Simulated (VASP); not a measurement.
Set up this calculation in VASP 6.6.1, as the native input.

```
Task                   : single point
Functional             : PBE
Potentials or basis    : VASP PAW PBE potentials, release 64 (Lu)
Cutoff                 : 520 eV
k mesh                 : 13 × 13 × 12
Occupations            : fermi-dirac, width 0.08 eV
Spin                   : no spin polarisation
Dipole correction      : no
Further INCAR settings : ALGO = Normal; EDIFF = 1e-07; NBANDS = 18
```

The structure of Lu lies in POSCAR:

```
Lu
1.0
    2.4716153903      0.0000000000      0.0000000000
   -1.2358076952      2.1404817164      0.0000000000
    0.0000000000      0.0000000000      2.3445527218
Lu
1
Direct
    0.0000000000      0.0000000000      0.0000000000
```

This isn't the form of Lu at room conditions, which is hcp.

These files were run (other wordings do the same):

INCAR

```
SYSTEM = Lu
  PREC = Accurate
  ENCUT = 520
  EDIFF = 1E-7
  ISMEAR = -1
  SIGMA = 0.08
  LREAL = .False.
  LASPH = .True.
  NELM = 60
  ALGO = Normal
  ISIF = 2
  LWAVE = .False.
  LCHARG = .True.
  GGA = PE
  LELF = .True.
  LVHAR = .True.
  NBANDS = 18
```

KPOINTS

```
Automatic mesh
0
Gamma
  13 13 12
  0 0 0
```

Potentials or basis: VASP PAW PBE potentials, release 64 (Lu).

The run is started by

```bash
$ cat potpaw_PBE.64/Lu/POTCAR > POTCAR
$ mpirun -np 1 vasp_std > vasp.out
```

Results of the run:

```json
{
 "Pressure": "183.8 GPa",
 "Band gap on the k mesh": "zero (an odd number of electrons rules out a gap without spin polarisation)"
}
```

Caveat: the cell stands under pressure; spin-orbit coupling is left out, which moves the levels of the heavy elements.

Wall time 48 s on 1 thread of Intel Xeon 8259CL, on a shared host, peak memory 0.16 GiB.
